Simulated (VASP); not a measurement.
# HC9 in VASP: single point with r2SCAN+D3(BJ)

Aim: the single point of HC9 with r2SCAN+D3(BJ).

Program: VASP 6.6.1. These are calculated values, not measurements. Logs are shortened: lines on timing, memory, paths and dates and some standing lists are left out, and cuts for length are marked.

## (1) The cell of the first run

The cell holds a slab with vacuum, 20 atoms: a = 7.398 Å, b = 7.398 Å, c = 13.000 Å, α = 90.00°, β = 90.00°, γ = 120.00°.

## (2) Single point, r2SCAN+D3(BJ)

Contents of POSCAR:

```
HC9
1.0
    7.3980000000      0.0000000000      0.0000000000
   -3.6990000000      6.4068560000      0.0000000000
    0.0000000000      0.0000000000     13.0000000000
C H
18 2
Direct
   -0.0057116296      0.0010356926      0.0650018119
    0.2154903559      0.1116394519      0.0649905922
   -0.0056639816      0.3326688690      0.0651461521
    0.2153376886      0.4431252607      0.0649609347
   -0.0074699558      0.6658369341      0.0649132243
    0.2171182944      0.7781569145      0.0648937939
    0.3277580914     -0.0007855416      0.0651570611
    0.5485150999      0.1097081149      0.0651234526
    0.3259350056      0.3325222773      0.0649607223
    0.5506616623      0.4449658710      0.0650830829
    0.3276141928      0.6676677190      0.0648936492
    0.5488114939      0.7783421588      0.0649485151
    0.6590654778     -0.0008371286      0.0653208412
    0.8837656606      0.1115012399      0.0651837256
    0.6609111564      0.3345005649      0.0650397010
    0.8819676993      0.4450283188      0.0652275984
    0.6610706168      0.6660186261      0.0648692984
    0.8820336681      0.7765051445      0.0648996330
    0.6934727743      0.1670508082      0.2904170563
    0.7549521289      0.2806761041      0.3020465539
```

Contents of INCAR.step1:

```
SYSTEM = HC9
PREC     = Accurate       ! precision mode
ENCUT    = 520            ! plane-wave cutoff, eV
ISMEAR   = -1             ! smearing method
SIGMA    = 0.05           ! smearing width, eV
LREAL    = Auto         
LASPH    = .True.         ! aspherical terms in the spheres
NELM     = 60             ! most SCF steps
NBANDS   = 53             ! bands
GGA      = PE             ! functional
ALGO     = Normal         ! electronic algorithm
EDIFF    = 1E-4           ! SCF threshold, eV
LWAVE    = .True.         ! write WAVECAR
LCHARG   = .False.        ! write CHGCAR
```

Contents of INCAR.step2:

```
SYSTEM = HC9
PREC     = Accurate       ! precision mode
ENCUT    = 520            ! plane-wave cutoff, eV
EDIFF    = 1E-6           ! SCF threshold, eV
ISMEAR   = -1             ! smearing method
SIGMA    = 0.05           ! smearing width, eV
LREAL    = Auto         
LASPH    = .True.         ! aspherical terms in the spheres
NELM     = 60             ! most SCF steps
ALGO     = Normal         ! electronic algorithm
ISIF     = 2              ! what is computed and relaxed
LWAVE    = .False.        ! write WAVECAR
LCHARG   = .False.        ! write CHGCAR
METAGGA  = R2SCAN         ! meta-GGA
LMIXTAU  = .True.       
IVDW     = 12             ! dispersion correction
VDW_S6   = 1.0          
VDW_S8   = 0.78981345   
VDW_A1   = 0.49484001   
VDW_A2   = 5.73083694   
NBANDS   = 53             ! bands
ISTART   = 1
```

Contents of KPOINTS:

```
regular mesh
0
Gamma
  2 2 1
  0 0 0
```

Potentials or basis: VASP PAW PBE potentials, release 64 (C, H).

Started as:

```
> cat potpaw_PBE.64/C/POTCAR potpaw_PBE.64/H/POTCAR > POTCAR
> cp INCAR.step1 INCAR
> mpirun -np 1 vasp_std > vasp.out
> cp INCAR.step2 INCAR
> mpirun -np 1 vasp_std > vasp.out
```

OUTCAR:

```text
SYSTEM = HC9
   PREC = Accurate
   ENCUT = 520
   EDIFF = 1E-6
   ISMEAR = -1
   LREAL = Auto
   LASPH = .True.
   NELM = 60
   ISIF = 2
   METAGGA = R2SCAN
   IVDW = 12
   ISTART = 1
 IVDW          = 12

 ion  position               nearest neighbor table
   1  0.994  0.001  0.065-  14 1.42   2 1.42  18 1.44
   2  0.215  0.112  0.065-   9 1.42   1 1.42   7 1.44
   3  0.994  0.333  0.065-   4 1.42  14 1.42  16 1.44
   4  0.215  0.443  0.065-   3 1.42   9 1.42  11 1.44
   5  0.993  0.666  0.065-  16 1.41  18 1.42   6 1.44
   6  0.217  0.778  0.065-  11 1.42   7 1.42   5 1.44
[... 10 lines left out ...]
  17  0.661  0.666  0.065-  18 1.42  10 1.42  12 1.44
  18  0.882  0.777  0.065-  17 1.42   5 1.42   1 1.44
  19  0.693  0.167  0.290-  20 0.74
  20  0.755  0.281  0.302-  19 0.74

  LATTYP: Found a hexagonal cell.
 ALAT       =     7.3980000000
 C/A-ratio  =     1.7572316842

  Lattice vectors:

 A1 = (   7.3980000000,   0.0000000000,   0.0000000000)
 A2 = (  -3.6990000000,   6.4068560000,   0.0000000000)
 A3 = (   0.0000000000,   0.0000000000,  13.0000000000)

Analysis of symmetry for initial positions (statically):
=====================================================================
 Subroutine PRICEL returns:
 Original cell was already a primitive cell.

 Routine SETGRP: Setting up the symmetry group for a
 hexagonal supercell.

 Subroutine GETGRP returns: Found  1 space group operations
 (whereof  1 operations were pure point group operations)
 out of a pool of 24 trial point group operations.

The static configuration has the point symmetry C_1 .

Analysis of symmetry for dynamics (positions and initial velocities):
=====================================================================
 Subroutine PRICEL returns:
 Original cell was already a primitive cell.

 Routine SETGRP: Setting up the symmetry group for a
 hexagonal supercell.

 Subroutine GETGRP returns: Found  1 space group operations
 (whereof  1 operations were pure point group operations)
 out of a pool of 24 trial point group operations.

The dynamic configuration has the point symmetry C_1 .

 Subroutine INISYM returns: Found  1 space group operations
 (whereof  1 operations are pure point group operations),
 and found     1 'primitive' translations

[... 111 lines left out ...]
   EDIFFG = 0.1E-04   stopping-criterion for IOM
   NSW    =      0    number of steps for IOM
   IBRION =     -1    ionic relax: 0-MD 1-quasi-New 2-CG
   NFREE  =      0    steps in history (QN), initial steepest desc. (CG)
   ISIF   =      2    stress and relaxation
   ISYM   =      2    0-nonsym 1-usesym 2-fastsym
   POTIM  = 0.5000    time-step for ionic-motion
   TEBEG  =    0.0;   TEEND  =   0.0 temperature during run
   PSTRESS=    0.0 pullay stress
   NELECT =      74.0000    total number of electrons
   NUPDOWN=      -1.0000    fix difference up-down
   EMIN   =  10.00;   EMAX   =-10.00  energy-range for DOS
   EFERMI =   0.00;   METHOD = LEGACY
   ISMEAR =    -1;   SIGMA  =   0.05  broadening in eV -4-tet -1-fermi 0-gaus
   EFERMI_NEDOS =   21; number of points for ismear=-14 and -15
   IALGO  =     38    algorithm
   IMIX   =      4    mixing-type and parameters
     AMIX     =   0.40;   BMIX     =  1.00
     AMIX_MAG =   1.60;   BMIX_MAG =  1.00
  volume/ion in A,a.u.               =      30.81       207.91
  Fermi-wavevector in a.u.,A,eV,Ry     =   0.807702  1.526336  8.876204  0.652383
  Thomas-Fermi vector in A             =   1.916371
   LORBIT       =      0    0 simple, 1 ext, 2 COOP (PROOUT), +10 PAW based schemes
   METAGGA = R2SCAN    functional components
   LHFCALC =     F    Hartree Fock is set to
   AEXX    =    0.0000 exact exchange contribution
   IVDW    =    12    specifies the selected vdW correction
   LEPSILON=     F    determine dielectric tensor
   LRPA    =     F    only Hartree local field effects (RPA)
 non-spin polarized calculation
  energy-cutoff  :      520.00
  volume of cell :      616.17
 maximum number of plane-waves:     16651
 NGX is ok and might be reduce to    56
   NGX = 27   NGY = 27   NGZ = 49

 number of electron      73.9999999 magnetization

 Free energy of the ion-electron system (eV)
  ---------------------------------------------------
  ext. energy  EPLUGINS =         0.00000000
  ---------------------------------------------------
  free energy    TOTEN  =      -185.03135529 eV

  energy without entropy =     -184.99830689  energy(sigma->0) =     -185.01483109

 E-fermi :  -1.9348     XC(G=0):  -3.4330

 val. band max:       -2.0418722631   @ k =   0.0000   0.0000   0.0000
 cond. band min:      -1.8272103227   @ k =   0.0000   0.0000   0.0000
 fundamental gap:      0.2146619404
 Fermi energy:        -1.9348414914

 k-point     1 :       0.0000    0.0000    0.0000
  band No.  band energies     occupation
      1     -22.7010      2.00000
      2     -20.0600      2.00000
      3     -20.0504      2.00000
      4     -19.9372      2.00000
      5     -19.9344      2.00000
      6     -19.9294      2.00000
[... 197 lines left out ...]
     48       4.1529      0.00000
     49       4.2104      0.00000
 [bands above 49 left out]

------------------------ aborting loop because EDIFF is reached ----------------------------------------

 Edisp (eV)   -0.64633

 E8    (eV) :    -0.1443

  FORCE on cell =-STRESS in cart. coord.  units (eV):
  Direction    XX          YY          ZZ          XY          YZ          ZX
  --------------------------------------------------------------------------------------
  -------------------------------------------------------------------------------------
  Total      -3.68427    -3.73539    -0.13146    -0.00086    -0.00982     0.03373
  in kB      -9.57985    -9.71280    -0.34183    -0.00224    -0.02553     0.08770
  external pressure =       -6.54 kB  Pullay stress =        0.00 kB

 VOLUME and BASIS-vectors are now :
 -----------------------------------------------------------------------------
  energy-cutoff  :      520.00
  volume of cell :      616.17
      direct lattice vectors                 reciprocal lattice vectors
     7.398000000  0.000000000  0.000000000     0.135171668  0.078041398  0.000000000
    -3.699000000  6.406856000  0.000000000     0.000000000  0.156082796  0.000000000
     0.000000000  0.000000000 13.000000000     0.000000000  0.000000000  0.076923077

 POSITION                                       TOTAL-FORCE (eV/Angst)
 -----------------------------------------------------------------------------------
      7.35191      0.00664      0.84502        -0.003462     -0.011019     -0.002610
      1.18124      0.71526      0.84488         0.014414     -0.028958      0.015056
      6.12556      2.13136      0.84690        -0.035815      0.013976      0.006048
     -0.04605      2.83904      0.84449        -0.012575      0.004487      0.000923
      4.87981      4.26592      0.84387         0.007798      0.039100      0.020194
     -1.27216      4.98554      0.84362        -0.005528     -0.044603      0.019651
[... 12 lines left out ...]
      4.51239      1.07027      3.77542         0.007492      0.065749      0.017448
      4.54691      1.79825      3.92661         0.001733     -0.067248     -0.010115
 -----------------------------------------------------------------------------------
    total drift:                               -0.008605      0.003362      0.037431

  FREE ENERGIE OF THE ION-ELECTRON SYSTEM (eV)
  ---------------------------------------------------
  free  energy   TOTEN  =      -185.6776833080 eV

  energy  without entropy=     -185.6446349097  energy(sigma->0) =     -185.66115911
```

OSZICAR.step1:

```text
N       E                     dE             d eps       ncg     rms          rms(c)
DAV:   1     0.590975979542E+03    0.59098E+03   -0.29219E+04   448   0.109E+03
DAV:   2    -0.867965221883E+02   -0.67777E+03   -0.65452E+03   635   0.262E+02
DAV:   3    -0.181511181046E+03   -0.94715E+02   -0.94320E+02   499   0.102E+02
DAV:   4    -0.184412305293E+03   -0.29011E+01   -0.28931E+01   544   0.223E+01
DAV:   5    -0.184497333796E+03   -0.85029E-01   -0.84924E-01   608   0.335E+00    0.195E+01
DAV:   6    -0.175828188113E+03    0.86691E+01   -0.79072E+00   497   0.948E+00    0.114E+01
DAV:   7    -0.172475254442E+03    0.33529E+01   -0.10694E+01   488   0.108E+01    0.290E+00
DAV:   8    -0.172423631873E+03    0.51623E-01   -0.23067E-01   486   0.187E+00    0.294E-01
DAV:   9    -0.172409037519E+03    0.14594E-01   -0.18094E-02   531   0.463E-01    0.219E-01
DAV:  10    -0.172387489473E+03    0.21548E-01   -0.16392E-02   459   0.413E-01    0.124E-01
DAV:  11    -0.172380490240E+03    0.69992E-02   -0.10340E-02   454   0.263E-01    0.886E-02
DAV:  12    -0.172386410439E+03   -0.59202E-02   -0.13934E-03   429   0.125E-01    0.394E-02
DAV:  13    -0.172390401524E+03   -0.39911E-02   -0.36408E-04   424   0.671E-02    0.298E-02
DAV:  14    -0.172394703418E+03   -0.43019E-02   -0.48408E-04   395   0.576E-02    0.156E-02
DAV:  15    -0.172396460123E+03   -0.17567E-02   -0.18506E-04   380   0.330E-02    0.664E-03
DAV:  16    -0.172396894427E+03   -0.43430E-03   -0.34036E-05   297   0.155E-02    0.298E-03
DAV:  17    -0.172396980474E+03   -0.86047E-04   -0.91434E-06   282   0.732E-03
   1 F= -.17239698E+03 E0= -.17237848E+03  d E =-.369938E-01
```

It took 12 min on 1 thread of Intel Xeon Platinum 8375C at 2.90GHz (Ice Lake), shared host; peak memory 0.73 GiB.

Results:

| Property | Result |
| --- | --- |
| Free energy | -185.6777 eV |
| Largest force | 0.097 eV/Å |
| Band gap on the k mesh | 0.21 eV, direct |
| Dispersion energy per atom | -0.032 eV |

Forces in eV/Å, atoms in the order of the input:
```
C   -0.003 -0.011 -0.003
C    0.014 -0.029  0.015
C   -0.036  0.014  0.006
C   -0.013  0.004  0.001
C    0.008  0.039  0.020
C   -0.006 -0.045  0.020
C   -0.072  0.039 -0.031
C    0.029  0.086  0.001
C    0.016  0.027  0.013
C   -0.080 -0.037 -0.026
C   -0.005 -0.010  0.003
C    0.003 -0.044  0.018
C    0.059  0.043 -0.043
C   -0.027 -0.004  0.001
C    0.024 -0.079  0.012
C    0.077 -0.040 -0.042
C    0.002  0.036  0.026
C    0.000  0.013  0.003
H    0.007  0.066  0.017
H    0.002 -0.067 -0.010
```

Caveat: the k points lie up to 0.49 Å⁻¹ apart; the PAW data sets were made with another functional, which shifts forces and pressure a little.
